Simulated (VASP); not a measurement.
# BaTiO3 (P4mm) in VASP: single point with r2SCAN

Aim: the single point of BaTiO3 with r2SCAN.

Everything below comes from runs of VASP 6.6.1. Logs are shortened: lines on timing, memory, paths and dates and some standing lists are left out, and cuts for length are marked.

## (1) The cell of the first run

Symmetry: P4mm, No. 99, tetragonal system. The conventional cell has a = 4.092 Å, b = 4.092 Å, c = 4.037 Å, α = 90.00°, β = 90.00°, γ = 90.00°. Within 3.7 Å of Ba (site symmetry 4mm) lie 12 O at 2.83 to 2.92 Å and 8 Ti at 3.49 to 3.57 Å. Within 2.4 Å of Ti (site symmetry 4mm) lie 6 O at 1.83 to 2.21 Å. O (site symmetry 2mm) has 2 Ti at 2.05 Å within 2.7 Å. Within 2.4 Å of O (site symmetry 4mm) lie 2 Ti at 1.83 to 2.21 Å.

## (2) Single point, r2SCAN (biaxial strain in the a-b plane: +3.0 %)

Input file POSCAR:

```
BaTiO3
1.0
    4.0919344703      0.0000000000      0.0000000000
    0.0000000000      4.0919344703      0.0000000000
    0.0000000000      0.0000000000      4.0374051569
Ba Ti O
1 1 3
Direct
    0.5000000000      0.5000000000      0.5815496099
    0.0000000000      0.0000000000      0.0976000258
    0.0000000000      0.5000000000      0.0647573374
    0.5000000000      0.0000000000      0.0647573374
    0.0000000000      0.0000000000      0.5513326796
```

Input file INCAR.step1:

```
SYSTEM = BaTiO3
PREC     = Accurate       ! precision mode
ENCUT    = 910            ! plane-wave cutoff, eV
ISMEAR   = 0              ! smearing method
SIGMA    = 0.02           ! smearing width, eV
LREAL    = .False.        ! projectors in reciprocal space
LASPH    = .True.         ! aspherical terms in the spheres
NELM     = 120            ! most SCF steps
NBANDS   = 28             ! bands
GGA      = PE             ! functional
ALGO     = Normal         ! electronic algorithm
EDIFF    = 1E-5           ! SCF threshold, eV
LWAVE    = .True.         ! write WAVECAR
LCHARG   = .False.        ! write CHGCAR
GGA_COMPAT= .False.
```

Input file INCAR.step2:

```
SYSTEM = BaTiO3
PREC     = Accurate       ! precision mode
ENCUT    = 910            ! plane-wave cutoff, eV
EDIFF    = 1E-6           ! SCF threshold, eV
ISMEAR   = 0              ! smearing method
SIGMA    = 0.02           ! smearing width, eV
LREAL    = .False.        ! projectors in reciprocal space
LASPH    = .True.         ! aspherical terms in the spheres
NELM     = 120            ! most SCF steps
ALGO     = Normal         ! electronic algorithm
ISIF     = 2              ! what is computed and relaxed
LWAVE    = .False.        ! write WAVECAR
LCHARG   = .False.        ! write CHGCAR
METAGGA  = R2SCAN         ! meta-GGA
LMIXTAU  = .True.       
NBANDS   = 28             ! bands
ISTART   = 1            
GGA_COMPAT= .False.
```

Input file KPOINTS:

```
regular mesh
0
Gamma
  8 8 8
  0 0 0
```

Potentials or basis: VASP PAW PBE potentials, release 64 (Ba_sv, Ti_sv, O_h).

On the command line:

```
$ cat potpaw_PBE.64/Ba_sv/POTCAR potpaw_PBE.64/Ti_sv/POTCAR potpaw_PBE.64/O_h/POTCAR > POTCAR
$ cp INCAR.step1 INCAR
$ mpirun -np 1 vasp_std > vasp.out
$ cp INCAR.step2 INCAR
$ mpirun -np 1 vasp_std > vasp.out
```

OUTCAR:

```text
SYSTEM = BaTiO3
   PREC = Accurate
   ENCUT = 910
   EDIFF = 1E-6
   ISMEAR = 0
   LREAL = .False.
   LASPH = .True.
   NELM = 120
   ISIF = 2
   METAGGA = R2SCAN
   ISTART = 1

 ion  position               nearest neighbor table
   1  0.500  0.500  0.582-   3 2.83   4 2.83   4 2.83   3 2.83   5 2.90   5 2.90   5 2.90   5 2.90
                             3 2.92   4 2.92   3 2.92   4 2.92   2 3.49   2 3.49   2 3.49   2 3.49
   2  0.000  0.000  0.098-   5 1.83   4 2.05   3 2.05   3 2.05   4 2.05   5 2.21   1 3.49   1 3.49
                             1 3.49   1 3.49   1 3.57   1 3.57   1 3.57   1 3.57
   3  0.000  0.500  0.065-   2 2.05   2 2.05   1 2.83   1 2.83   1 2.92   1 2.92
   4  0.500  0.000  0.065-   2 2.05   2 2.05   1 2.83   1 2.83   1 2.92   1 2.92
   5  0.000  0.000  0.551-   2 1.83   2 2.21   1 2.90   1 2.90   1 2.90   1 2.90

  LATTYP: Found a simple tetragonal cell.
 ALAT       =     4.0919344703
 C/A-ratio  =     0.9866739524

  Lattice vectors:

 A1 = (   4.0919344703,   0.0000000000,   0.0000000000)
 A2 = (   0.0000000000,   4.0919344703,   0.0000000000)
 A3 = (   0.0000000000,   0.0000000000,   4.0374051569)

Analysis of symmetry for initial positions (statically):
=====================================================================
 Subroutine PRICEL returns:
 Original cell was already a primitive cell.

 Routine SETGRP: Setting up the symmetry group for a
 simple tetragonal supercell.

 Subroutine GETGRP returns: Found  8 space group operations
 (whereof  8 operations were pure point group operations)
 out of a pool of 16 trial point group operations.

The static configuration has the point symmetry C_4v.

Analysis of symmetry for dynamics (positions and initial velocities):
=====================================================================
 Subroutine PRICEL returns:
 Original cell was already a primitive cell.

 Routine SETGRP: Setting up the symmetry group for a
 simple tetragonal supercell.

 Subroutine GETGRP returns: Found  8 space group operations
 (whereof  8 operations were pure point group operations)
 out of a pool of 16 trial point group operations.

The dynamic configuration has the point symmetry C_4v.

 Subroutine INISYM returns: Found  8 space group operations
 (whereof  8 operations are pure point group operations),
 and found     1 'primitive' translations

----------------------------------------------------------------------------------------

                                     Primitive cell

  volume of cell :      67.6020

  direct lattice vectors                    reciprocal lattice vectors
     4.091934470  0.000000000  0.000000000     0.244383190  0.000000000  0.000000000
     0.000000000  4.091934470  0.000000000     0.000000000  0.244383190  0.000000000
     0.000000000  0.000000000  4.037405157     0.000000000  0.000000000  0.247683837

  length of vectors
     4.091934470  4.091934470  4.037405157     0.244383190  0.244383190  0.247683837

  position of ions in fractional coordinates (direct lattice)
     0.500000000  0.500000000  0.581549610
     0.000000000  0.000000000  0.097600026
     0.000000000  0.500000000  0.064757337
     0.500000000  0.000000000  0.064757337
     0.000000000  0.000000000  0.551332680

  ion indices of the primitive-cell ions
   primitive index   ion index
                 1           1
                 2           2
                 3           3
                 4           4
                 5           5

----------------------------------------------------------------------------------------

 KPOINTS: regular mesh

Automatic generation of k-mesh.
 Grid dimensions read from file:
 generate k-points for:    8    8    8

 Generating k-lattice:

  Cartesian coordinates                     Fractional coordinates (reciprocal lattice)
     0.030547899  0.000000000  0.000000000     0.125000000  0.000000000  0.000000000
     0.000000000  0.030547899  0.000000000     0.000000000  0.125000000  0.000000000
     0.000000000  0.000000000  0.030960480     0.000000000  0.000000000  0.125000000

  Length of vectors
     0.030547899  0.030547899  0.030960480

  Shift w.r.t. Gamma in fractional coordinates (k-lattice)
     0.000000000  0.000000000  0.000000000

 Subroutine IBZKPT returns following result:
 ===========================================

 Found     75 irreducible k-points:

 Following reciprocal coordinates:
            Coordinates               Weight
  0.000000  0.000000  0.000000      1.000000
  0.125000  0.000000  0.000000      4.000000
  0.250000  0.000000  0.000000      4.000000
  0.375000  0.000000  0.000000      4.000000
  0.500000  0.000000  0.000000      2.000000
  0.125000  0.125000  0.000000      4.000000
[... 16 lines left out ...]
  0.375000  0.125000  0.125000     16.000000
  0.500000  0.125000  0.125000      8.000000
 [... further k-points ...]
   k-points           NKPTS =     75   k-points in BZ     NKDIM =     75   number of bands    NBANDS=     28
   number of dos      NEDOS =    301   number of ions     NIONS =      5
   total plane-waves  NPLWV =  64000
   dimension x,y,z NGX =    40 NGY =   40 NGZ =   40
   dimension x,y,z NGXF=    80 NGYF=   80 NGZF=   80
   ions per type =               1   1   3
   NGX,Y,Z   is equivalent  to a cutoff of  16.25, 16.25, 16.47 a.u.
   NGXF,Y,Z  is equivalent  to a cutoff of  32.50, 32.50, 32.94 a.u.
 SYSTEM =  BaTiO3
   PREC   = accura    normal or accurate (medium, high low for compatibility)
   ISTART =      1    job   : 0-new  1-cont  2-samecut
   ICHARG =      0    charge: 1-file 2-atom 10-const
   ISPIN  =      1    spin polarized calculation?
   LNONCOLLINEAR =      F non collinear calculations
   LSORBIT =      F    spin-orbit coupling
   LASPH  =      T    aspherical Exc in radial PAW
   ENCUT  =  910.0 eV  66.88 Ry    8.18 a.u.  10.06 10.06  9.93*2*pi/ulx,y,z
   NELM   =    120;   NELMIN=  2; NELMDL=  0     # of ELM steps
   EDIFF  = 0.1E-05   stopping-criterion for ELM
   LREAL  =      F    real-space projection
   EDIFFG = 0.1E-04   stopping-criterion for IOM
   NSW    =      0    number of steps for IOM
   IBRION =     -1    ionic relax: 0-MD 1-quasi-New 2-CG
   NFREE  =      0    steps in history (QN), initial steepest desc. (CG)
   ISIF   =      2    stress and relaxation
   ISYM   =      2    0-nonsym 1-usesym 2-fastsym
   POTIM  = 0.5000    time-step for ionic-motion
   TEBEG  =    0.0;   TEEND  =   0.0 temperature during run
   PSTRESS=    0.0 pullay stress
   NELECT =      40.0000    total number of electrons
   NUPDOWN=      -1.0000    fix difference up-down
   EMIN   =  10.00;   EMAX   =-10.00  energy-range for DOS
   EFERMI =   0.00;   METHOD = LEGACY
   ISMEAR =     0;   SIGMA  =   0.02  broadening in eV -4-tet -1-fermi 0-gaus
   EFERMI_NEDOS =   21; number of points for ismear=-14 and -15
   IALGO  =     38    algorithm
   IMIX   =      4    mixing-type and parameters
     AMIX     =   0.40;   BMIX     =  1.00
     AMIX_MAG =   1.60;   BMIX_MAG =  1.00
  volume/ion in A,a.u.               =      13.52        91.24
  Fermi-wavevector in a.u.,A,eV,Ry     =   1.374385  2.597210 25.700493  1.888933
  Thomas-Fermi vector in A             =   2.499816
   LORBIT       =      0    0 simple, 1 ext, 2 COOP (PROOUT), +10 PAW based schemes
   METAGGA = R2SCAN    functional components
   LHFCALC =     F    Hartree Fock is set to
   AEXX    =    0.0000 exact exchange contribution
   IVDW    =     0    specifies the selected vdW correction
   LEPSILON=     F    determine dielectric tensor
   LRPA    =     F    only Hartree local field effects (RPA)
 non-spin polarized calculation
 Gauss-broadening in eV      SIGMA  =   0.02
  energy-cutoff  :      910.00
  volume of cell :       67.60
 maximum number of plane-waves:      4240
   NGX = 21   NGY = 21   NGZ = 19

 number of electron      40.0000001 magnetization

 Free energy of the ion-electron system (eV)
  ---------------------------------------------------
  ext. energy  EPLUGINS =         0.00000000
  ---------------------------------------------------
  free energy    TOTEN  =       -74.22141511 eV

  energy without entropy =      -74.22141511  energy(sigma->0) =      -74.22141511

 E-fermi :   3.6187     XC(G=0): -11.6116

 val. band max:        3.5278179127   @ k =   0.5000   0.5000   0.5000
 cond. band min:       5.6217920757   @ k =   0.0000   0.0000   0.0000
 fundamental gap:      2.0939741630
 Fermi energy:         3.6186684972

 k-point     1 :       0.0000    0.0000    0.0000
  band No.  band energies     occupation
      1     -55.4436      2.00000
      2     -30.6661      2.00000
      3     -30.5708      2.00000
      4     -30.5708      2.00000
      5     -22.1583      2.00000
      6     -14.3306      2.00000
[... 20 lines left out ...]
     27       9.0381      0.00000
     28      11.1453      0.00000

 k-point     2 :       0.1250    0.0000    0.0000
  band No.  band energies     occupation
      1     -55.4435      2.00000
      2     -30.6658      2.00000
      3     -30.5769      2.00000
      4     -30.5706      2.00000
      5     -22.1448      2.00000
      6     -14.3455      2.00000
[... 20 lines left out ...]
     27       9.3200      0.00000
     28      11.4996      0.00000

 k-point     3 :       0.2500    0.0000    0.0000
  band No.  band energies     occupation
      1     -55.4432      2.00000
      2     -30.6653      2.00000
      3     -30.5917      2.00000
      4     -30.5701      2.00000
      5     -22.1121      2.00000
      6     -14.4008      2.00000
[... 20 lines left out ...]
     27      10.0618      0.00000
     28      12.2961      0.00000

 k-point     4 :       0.3750    0.0000    0.0000
  band No.  band energies     occupation
      1     -55.4430      2.00000
      2     -30.6648      2.00000
      3     -30.6064      2.00000
      4     -30.5696      2.00000
      5     -22.0788      2.00000
      6     -14.4754      2.00000
[... 578 lines left out ...]
     27      10.5210      0.00000
     28      12.1525      0.00000

 k-point    23 :       0.3750    0.1250    0.1250
  band No.  band energies     occupation
      1     -55.4427      2.00000
      2     -30.6720      2.00000
      3     -30.6057      2.00000
      4     -30.5753      2.00000
      5     -22.0589      2.00000
      6     -14.3641      2.00000
[... 20 lines left out ...]
     27      11.3659      0.00000
     28      12.5509      0.00000

 k-point    24 :       0.5000    0.1250    0.1250
  band No.  band energies     occupation
      1     -55.4426      2.00000
      2     -30.6717      2.00000
      3     -30.6117      2.00000
      4     -30.5751      2.00000
      5     -22.0463      2.00000
      6     -14.3878      2.00000
[... 20 lines left out ...]
     27      11.7397      0.00000
     28      12.6919      0.00000

 [... further k-points ...]
[... 5 lines left out ...]
  --------------------------------------------------------------------------------------
  -------------------------------------------------------------------------------------
  Total       -3.3726116     -3.3726116     -0.6949964      0.0000000      0.0000000      0.0000000
  in kB      -79.9313669    -79.9313669    -16.4715111      0.0000000      0.0000000      0.0000000
  external PRESSURE =     -58.7780816 kB  Pullay stress =       0.0000000 kB

 VOLUME and BASIS-vectors are now :
 -----------------------------------------------------------------------------
  energy-cutoff  :      910.00
  volume of cell :       67.60
      direct lattice vectors                 reciprocal lattice vectors
     4.091934470  0.000000000  0.000000000     0.244383190  0.000000000  0.000000000
     0.000000000  4.091934470  0.000000000     0.000000000  0.244383190  0.000000000
     0.000000000  0.000000000  4.037405157     0.000000000  0.000000000  0.247683837

 POSITION                                       TOTAL-FORCE (eV/Angst)
 -----------------------------------------------------------------------------------
      2.04597      2.04597      2.34795         0.000000      0.000000     -0.012941
      0.00000      0.00000      0.39405        -0.000000     -0.000000     -0.029161
      0.00000      2.04597      0.26145         0.000000      0.000000      0.026596
      2.04597      0.00000      0.26145         0.000000     -0.000000      0.026596
      0.00000      0.00000      2.22595         0.000000     -0.000000     -0.011089
 -----------------------------------------------------------------------------------
    total drift:                                0.000000      0.000000      0.003445

  FREE ENERGIE OF THE ION-ELECTRON SYSTEM (eV)
  ---------------------------------------------------
  free  energy   TOTEN  =       -74.2214151100 eV

  energy  without entropy=      -74.2214151100  energy(sigma->0) =      -74.22141511
```

Wall time 7.7 min (1 thread of Intel Xeon 6975P-C (Granite Rapids), shared host); peak memory 0.5 GiB.

Results:

```yaml
Free_energy: -74.2214 eV
Pressure: -5.9 GPa
Largest_force: 0.029 eV/Å
Band_gap_on_the_k_mesh: 2.09 eV (least direct gap 2.47 eV)
```

Forces in eV/Å, atoms in the order of the input:
```
Ba   0.000  0.000 -0.013
Ti   0.000  0.000 -0.029
O    0.000  0.000  0.027
O    0.000  0.000  0.027
O    0.000  0.000 -0.011
```

Stress tensor (GPa, compression positive):
```
-7.99  0.00  0.00
 0.00 -7.99  0.00
 0.00  0.00 -1.65
```

Levels at points of the mesh, in eV from the valence-band top:
```
           k point  band 16  band 17  band 18  band 19  band 20  band 21  band 22  band 23  band 24  band 25
(0.00, 0.00, 0.00)    -1.40    -1.04    -0.49    -0.38    -0.38     2.09     2.49     2.49     3.92     4.31
(0.50, 0.00, 0.00)    -1.79    -1.67    -1.52    -1.12    -1.01     2.57     3.60     3.68     4.18     5.78
(0.50, 0.50, 0.00)    -2.54    -1.93    -1.22    -1.22    -0.09     3.71     3.71     4.03     4.81     7.41
(0.00, 0.00, 0.50)    -2.19    -1.83    -1.82    -0.72    -0.72     2.24     3.89     3.89     3.92     6.12
(0.50, 0.00, 0.50)    -2.46    -1.77    -0.89    -0.86    -0.23     3.63     3.89     4.15     4.76     7.64
(0.50, 0.50, 0.50)    -2.65    -2.31    -0.14    -0.14     0.00     4.23     4.35     4.35     6.77     7.17
```

Caveat: the cell differs from its parent crystal (biaxial strain in the a-b plane: +3.0 %); the cutoff is under 1.25 times the usual one of these potentials, so pressure, stress and relaxed cells hold a basis-set (Pulay) error; the cell stands under tension; the PAW data sets were made with another functional, which shifts forces and pressure a little; spin-orbit coupling is left out, which moves the levels of the heavy elements. A k mesh can miss the band edges.
